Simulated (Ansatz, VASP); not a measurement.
## Two plane-wave programs on WSe2

Contents of INCAR:

```
SYSTEM = WSe2
ALGO     = Normal         ! electronic algorithm
DIPOL    = 0.5 0.5 0.398
EDIFF    = 1E-6           ! SCF threshold, eV
ENCUT    = 520            ! plane-wave cutoff, eV
GGA      = PE             ! functional
IDIPOL   = 3            
ISIF     = 2              ! what is computed and relaxed
ISMEAR   = 0              ! smearing method
IVDW     = 12             ! dispersion correction
LASPH    = .True.         ! aspherical terms in the spheres
LCHARG   = .False.        ! write CHGCAR
LDIPOL   = .True.       
LREAL    = .False.        ! projectors in reciprocal space
LWAVE    = .False.        ! write WAVECAR
NBANDS   = 35             ! bands
NELM     = 60             ! most SCF steps
PREC     = Accurate       ! precision mode
SIGMA    = 0.05           ! smearing width, eV
```

Contents of KPOINTS:

```
k-points
0
Gamma
  9 9 1
  0 0 0
```

File POSCAR:

```
WSe2
1.0
    3.2854807123      0.0000000000      0.0000000000
   -1.6427403561      2.8453097605      0.0000000000
    0.0000000000      0.0000000000     24.2386612352
Se W
4 2
Direct
    0.3333333333      0.6666666667      0.1856538179
    0.3333333333      0.6666666667      0.3246602831
    0.3333333333      1.1666666667      0.4715330812
    0.3333333333      1.1666666667      0.6105395464
    0.6666666667      0.3333333333      0.2551570505
    0.0000000000      1.5000000000      0.5410363138
```

Input for Ansatz:

```yaml
crystal:
  lattice:
    - [3.2854807123, 0.0, 0.0]
    - [-1.6427403561, 2.8453097605, 0.0]
    - [0.0, 0.0, 24.2386612352]
  atoms:
    - { symbol: Se, position: [0.3333333333, 0.6666666667, 0.1856538179] }
    - { symbol: W, position: [0.6666666667, 0.3333333333, 0.2551570505] }
    - { symbol: Se, position: [0.3333333333, 0.6666666667, 0.3246602831] }
    - { symbol: Se, position: [0.3333333333, 1.1666666667, 0.4715330812] }
    - { symbol: W, position: [0.0, 1.5, 0.5410363138] }
    - { symbol: Se, position: [0.3333333333, 1.1666666667, 0.6105395464] }
basis:
  ecutwfc: 420
kpoints:
  mp_grid: { grid: [9, 9, 1] }
hamiltonian:
  xc: pbe
  pseudopotentials: { kind: paw, azcp: { folder: soft_1 } }
  dispersion: d3bj
scf:
  occupations: { method: gaussian, width: 0.05 }
output:
  forces: true
  eigenvalues: true
efield:
  axis: 3
  dipole_correction: true
  ramp_width: 0.04
```

Alike in both runs: task single point; functional PBE; dispersion D3(BJ); k mesh 9 × 9 × 1; occupations gaussian, width 0.05 eV; no spin polarisation.

|  | VASP | Ansatz |
| --- | --- | --- |
| version | VASP 6.6.1 | Ansatz 0.2.0 |
| potentials or method | VASP PAW PBE potentials, release 64 (Se, W_sv), cutoff 520 eV | scalar-relativistic, plane waves, PAW |
| valence electrons in the cell | 52 | 92 |

```tsv
	VASP	Ansatz	Ansatz less VASP
gap on the k mesh at the Fermi level (eV)	1.54	1.54	-0.001
least direct gap on the mesh (eV)	1.65	1.65	+0.004
rms of the force components (eV/Å)	0.042	0.026	-0.0164
```

VASP's potentials hold 52 valence electrons a cell and Ansatz's 92, so a difference there can come from the potentials and not from the codes.

Spin-orbit coupling is off throughout.
